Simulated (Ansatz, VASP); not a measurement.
# SiC: VASP beside Ansatz

```
CELL_PARAMETERS angstrom
3.13443 0.00000 0.00000
0.00000 3.13443 0.00000
0.00000 0.00000 4.44936
ATOMIC_POSITIONS crystal
Si 0.00000 0.50000 0.28565
Si 0.50000 0.00000 0.71435
C 0.00000 0.00000 0.00000
C 0.50000 0.50000 0.00000
```

Alike in both runs: functional PBE; k mesh 6 × 6 × 4; occupations gaussian, width 0.1 eV; no spin polarisation.

Ansatz relaxed the structure, and its values are those at the end. VASP's run is a single point on that final structure, the one shown.

```csv
,VASP,Ansatz
version,VASP 6.6.1,Ansatz 0.2.0
potentials or method,"VASP PAW PBE potentials, release 64 (Si, C), cutoff 520 eV","scalar-relativistic, plane waves, PAW"
valence electrons in the cell,16,16
```

|  | VASP | Ansatz | Ansatz less VASP |
| --- | --- | --- | --- |
| gap on the k mesh at the Fermi level (eV) | none | none | - |
| pressure (GPa) | 0.0 | 0.0 | 0.00 |
| rms of the force components (eV/Å) | 0.006 | 0.002 | -0.0042 |

A gap of «none» marks a metal or a gap that the smearing closes.
